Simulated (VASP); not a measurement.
# GaN (P6_3mc) in VASP: notebook

The runs below take GaN through phonons, with r2SCAN.

Program: VASP 6.6.1. These are calculated values, not measurements. Logs are shortened: lines on timing, memory, paths and dates and some standing lists are left out, and cuts for length are marked.

## Step 1: The cell of the first run

It takes space group P6_3mc (No. 186, hexagonal). The conventional cell has a = 3.114 Å, b = 3.114 Å, c = 5.071 Å, α = 90.00°, β = 90.00°, γ = 120.00°. Ga (site symmetry 3m) has 4 N at 1.90 to 1.91 Å within 2.5 Å. N (site symmetry 3m) has 4 Ga at 1.90 to 1.91 Å within 2.5 Å.

## Step 2: Phonons, r2SCAN

INCAR

```
SYSTEM = GaN
  ALGO = Normal
  EDIFF = 1E-8
  ENCUT = 520
  IBRION = 6
  ISIF = 2
  ISMEAR = 0
  LASPH = .TRUE.
  LCHARG = .FALSE.
  LMIXTAU = .TRUE.
  LREAL = .FALSE.
  LWAVE = .FALSE.
  METAGGA = R2SCAN
  NELM = 100
  NFREE = 2
  NSW = 1
  POTIM = 0.015
  PREC = Accurate
  SIGMA = 0.01
```

KPOINTS

```
k-points
0
G
  8 8 4
  0 0 0
```

POSCAR

```
GaN
1.0
    3.1136382519      0.0000000000      0.0000000000
   -1.5568191260      2.6964898244      0.0000000000
    0.0000000000      0.0000000000      5.0711037698
Ga N
2 2
Direct
    0.3333333333      0.6666666667     -0.0007797268
    0.6666666667      0.3333333333      0.4992202732
    0.3333333333      0.6666666667      0.3757797268
    0.6666666667      0.3333333333      0.8757797268
```

Potentials or basis: VASP PAW PBE potentials, release 64 (Ga_d, N).

Launch:

```sh
$ cat potpaw_PBE.64/Ga_d/POTCAR potpaw_PBE.64/N/POTCAR > POTCAR
$ mpirun -np 1 vasp_std > vasp.out
```

OUTCAR:

```text
SYSTEM = GaN
   EDIFF = 1E-8
   ENCUT = 520
   IBRION = 6
   ISIF = 2
   ISMEAR = 0
   LASPH = .TRUE.
   LREAL = .FALSE.
   METAGGA = R2SCAN
   NELM = 100
   NFREE = 2
   NSW = 1
   POTIM = 0.015
   PREC = Accurate

 ion  position               nearest neighbor table
   1  0.333  0.667  0.999-   4 1.90   4 1.90   4 1.90   3 1.91
   2  0.667  0.333  0.499-   3 1.90   3 1.90   3 1.90   4 1.91
   3  0.333  0.667  0.376-   2 1.90   2 1.90   2 1.90   1 1.91
   4  0.667  0.333  0.876-   1 1.90   1 1.90   1 1.90   2 1.91

  LATTYP: Found a hexagonal cell.
 ALAT       =     3.1136382519
 C/A-ratio  =     1.6286746756

  Lattice vectors:

 A1 = (   3.1136382519,   0.0000000000,   0.0000000000)
 A2 = (  -1.5568191260,   2.6964898244,   0.0000000000)
 A3 = (   0.0000000000,   0.0000000000,   5.0711037698)

Analysis of symmetry for initial positions (statically):
=====================================================================
 Subroutine PRICEL returns:
 Original cell was already a primitive cell.

 Routine SETGRP: Setting up the symmetry group for a
 hexagonal supercell.

 Subroutine GETGRP returns: Found 12 space group operations
 (whereof  6 operations were pure point group operations)
 out of a pool of 24 trial point group operations.

The static configuration has the point symmetry C_3v.
 The point group associated with its full space group is C_6v.

Analysis of symmetry for dynamics (positions and initial velocities):
=====================================================================
 Subroutine PRICEL returns:
 Original cell was already a primitive cell.

 Routine SETGRP: Setting up the symmetry group for a
 hexagonal supercell.

 Subroutine GETGRP returns: Found 12 space group operations
 (whereof  6 operations were pure point group operations)
 out of a pool of 24 trial point group operations.

The dynamic configuration has the point symmetry C_3v.
 The point group associated with its full space group is C_6v.

 Subroutine INISYM returns: Found 12 space group operations
 (whereof  6 operations are pure point group operations),
 and found     1 'primitive' translations

----------------------------------------------------------------------------------------

                                     Primitive cell

  volume of cell :      42.5764

  direct lattice vectors                    reciprocal lattice vectors
     3.113638252  0.000000000  0.000000000     0.321167688  0.185426251  0.000000000
    -1.556819126  2.696489824  0.000000000     0.000000000  0.370852503  0.000000000
     0.000000000  0.000000000  5.071103770     0.000000000  0.000000000  0.197195728

  length of vectors
     3.113638252  3.113638252  5.071103770     0.370852503  0.370852503  0.197195728

  position of ions in fractional coordinates (direct lattice)
     0.333333333  0.666666667  0.999220273
     0.666666667  0.333333333  0.499220273
     0.333333333  0.666666667  0.375779727
     0.666666667  0.333333333  0.875779727

  ion indices of the primitive-cell ions
   primitive index   ion index
                 1           1
                 2           2
                 3           3
                 4           4

----------------------------------------------------------------------------------------

 KPOINTS: k-points

Automatic generation of k-mesh.
 Grid dimensions read from file:
 generate k-points for:    8    8    4

 Generating k-lattice:

[... 58 lines left out ...]
   LASPH  =      T    aspherical Exc in radial PAW
   ENCUT  =  520.0 eV  38.22 Ry    6.18 a.u.   5.79  5.79  9.43*2*pi/ulx,y,z
   NELM   =    100;   NELMIN=  2; NELMDL= -5     # of ELM steps
   EDIFF  = 0.1E-07   stopping-criterion for ELM
   LREAL  =      F    real-space projection
   EDIFFG = 0.1E-06   stopping-criterion for IOM
   NSW    =     85    number of steps for IOM
   IBRION =      6    ionic relax: 0-MD 1-quasi-New 2-CG
   NFREE  =      2    steps in history (QN), initial steepest desc. (CG)
   ISIF   =      2    stress and relaxation
   ISYM   =      2    0-nonsym 1-usesym 2-fastsym
   POTIM  = 0.0150    time-step for ionic-motion
   TEBEG  =    0.0;   TEEND  =   0.0 temperature during run
   PSTRESS=    0.0 pullay stress
   NELECT =      36.0000    total number of electrons
   NUPDOWN=      -1.0000    fix difference up-down
   EMIN   =  10.00;   EMAX   =-10.00  energy-range for DOS
   EFERMI =   0.00;   METHOD = LEGACY
   ISMEAR =     0;   SIGMA  =   0.01  broadening in eV -4-tet -1-fermi 0-gaus
   EFERMI_NEDOS =   21; number of points for ismear=-14 and -15
   IALGO  =     38    algorithm
   IMIX   =      4    mixing-type and parameters
     AMIX     =   0.40;   BMIX     =  1.00
     AMIX_MAG =   1.60;   BMIX_MAG =  1.00
  volume/ion in A,a.u.               =      10.64        71.83
  Fermi-wavevector in a.u.,A,eV,Ry     =   1.548053  2.925396 32.605932  2.396468
  Thomas-Fermi vector in A             =   2.653058
   LORBIT       =      0    0 simple, 1 ext, 2 COOP (PROOUT), +10 PAW based schemes
   METAGGA = R2SCAN    functional components
   LHFCALC =     F    Hartree Fock is set to
   AEXX    =    0.0000 exact exchange contribution
   IVDW    =     0    specifies the selected vdW correction
   LEPSILON=     F    determine dielectric tensor
   LRPA    =     F    only Hartree local field effects (RPA)
 finite differences with symmetry
 non-spin polarized calculation
 Gauss-broadening in eV      SIGMA  =   0.01
  energy-cutoff  :      520.00
  volume of cell :       42.58
 maximum number of plane-waves:      1182
 NGX is ok and might be reduce to    24
   NGX = 11   NGY = 11   NGZ = 19

--------------------------------------- Ionic step        1  -------------------------------------------

 number of electron      36.0000022 magnetization

 Free energy of the ion-electron system (eV)
  ---------------------------------------------------
  ext. energy  EPLUGINS =         0.00000000
  ---------------------------------------------------
  free energy    TOTEN  =       -43.66763052 eV

  energy without entropy =      -43.66763052  energy(sigma->0) =      -43.66763052

------------------------ aborting loop because EDIFF is reached ----------------------------------------

  FORCE on cell =-STRESS in cart. coord.  units (eV):
  Direction    XX          YY          ZZ          XY          YZ          ZX
  --------------------------------------------------------------------------------------
  -------------------------------------------------------------------------------------
  Total        4.3483496      4.3483496      4.3178403     -0.0000000      0.0000000      0.0000000
  in kB      163.6310044    163.6310044    162.4829226     -0.0000000      0.0000000      0.0000000
  external PRESSURE =     163.2483105 kB  Pullay stress =       0.0000000 kB
[... 291 lines left out ...]
--------------------------------------- Ionic step        9  -------------------------------------------

 number of electron      36.0000022 magnetization

 Free energy of the ion-electron system (eV)
  ---------------------------------------------------
  ext. energy  EPLUGINS =         0.00000000
  ---------------------------------------------------
  free energy    TOTEN  =       -43.66500256 eV

  energy without entropy =      -43.66500256  energy(sigma->0) =      -43.66500256

 E-fermi :   5.9870     XC(G=0): -13.0596

 val. band max:        5.8586631514   @ k =   0.0000   0.0000   0.0000
 cond. band min:       8.6492497672   @ k =   0.0000   0.0000   0.0000
 fundamental gap:      2.7905866158
 Fermi energy:         5.9869566106

 k-point     1 :       0.0000    0.0000    0.0000
  band No.  band energies     occupation
      1     -11.5617      2.00000
      2     -10.3482      2.00000
      3      -8.0523      2.00000
      4      -8.0271      2.00000
      5      -8.0271      2.00000
      6      -7.9407      2.00000
[... 589 lines left out ...]
     21      14.7565      0.00000
     22      14.8730      0.00000

 [... further k-points ...]
[... 5 lines left out ...]
  --------------------------------------------------------------------------------------
  -------------------------------------------------------------------------------------
  Total        4.2311014      4.2311014      4.5556844     -0.0000000      0.0000000      0.0000000
  in kB      159.2188843    159.2188843    171.4331388     -0.0000000      0.0000000      0.0000000
  external PRESSURE =     163.2903025 kB  Pullay stress =       0.0000000 kB
[... 19 lines left out ...]
  FREE ENERGIE OF THE ION-ELECTRON SYSTEM (eV)
  ---------------------------------------------------
  free  energy   TOTEN  =       -43.6650025607 eV

  energy  without entropy=      -43.6650025607  energy(sigma->0) =      -43.66500256

 INTERNAL STRAIN TENSORS FROM DISPLACED ATOMS
 ============================================

 INTERNAL STRAIN TENSOR FOR ION    1 for displacements in x,y,z  (eV/Angst):
          X           Y           Z          XY          YZ          ZX
  --------------------------------------------------------------------------------
  x     0.00000    -0.00000     0.00000   -12.14410     0.00000    -8.04984
  y   -12.14410    12.14410     0.00000    -0.00000    -8.05041     0.00000
  z    -7.81566    -7.81566    15.46680     0.00000     0.00000    -0.00000

 INTERNAL STRAIN TENSOR FOR ION    4 for displacements in x,y,z  (eV/Angst):
          X           Y           Z          XY          YZ          ZX
  --------------------------------------------------------------------------------
  x    -0.00000     0.00000     0.00000    13.41469    -0.00000     8.01493
  y    13.41469   -13.41469     0.00000     0.00000     8.01550    -0.00000
  z     7.92453     7.92453   -15.06929    -0.00000     0.00000    -0.00000

 Eigenvectors and eigenvalues of the dynamical matrix
 ----------------------------------------------------

   1 f  =   22.840251 THz   143.509527 2PiTHz  761.868752 cm-1    94.459644 meV
             X         Y         Z           dx          dy          dz
     -0.000000  1.797660  5.067150     0.000000   -0.000000    0.057397
      1.556819  0.898830  2.531598    -0.000000    0.000000   -0.057397
     -0.000000  1.797660  1.905618     0.000000   -0.000000   -0.704773
      1.556819  0.898830  4.441170    -0.000000    0.000000    0.704773
[... 71 lines left out ...]
  12 f/i=    0.103946 THz     0.653109 2PiTHz    3.467251 cm-1     0.429884 meV
             X         Y         Z           dx          dy          dz
     -0.000000  1.797660  5.067150    -0.000000    0.000000    0.643578
      1.556819  0.898830  2.531598    -0.000000    0.000000    0.643578
     -0.000000  1.797660  1.905618    -0.000000    0.000000    0.292929
      1.556819  0.898830  4.441170    -0.000000    0.000000    0.292929

 ELASTIC MODULI CONTR FROM IONIC RELAXATION (kBar)
 Direction    XX          YY          ZZ          XY          YZ          ZX
 --------------------------------------------------------------------------------
 XX       -1087.1796    475.2362    593.6791      0.0000     -0.0000     -0.0000
 YY         475.2362  -1087.1796    593.6791      0.0000      0.0000      0.0000
 ZZ         593.6791    593.6791  -1151.9198     -0.0000     -0.0000     -0.0000
 XY           0.0000      0.0000     -0.0000   -781.2079     -0.0000     -0.0000
 YZ           0.0000     -0.0000     -0.0000     -0.0000   -302.3676      0.0000
 ZX          -0.0000      0.0000     -0.0000     -0.0000      0.0000   -302.3244
 --------------------------------------------------------------------------------
```

Run time: 26 min. Hardware: 1 thread of AMD EPYC 9R45 (Zen 5), shared host; peak memory 0.29 GiB.

What came out:

| Property | Result |
| --- | --- |
| Highest phonon frequency at Γ, LO-TO splitting left out | 762 cm⁻¹ |

Phonon frequencies in cm⁻¹ (negative: imaginary):
```
              q point                                   frequencies
(0.000, 0.000, 0.000)  -3 -2 -2 131 131 366 593 614 614 629 629 762
```

Caveat: the cell wasn't relaxed at this level first, which shifts response properties; the PAW data sets were made with another functional, which shifts forces and pressure a little.

(Part 1 of 2 ends here.)
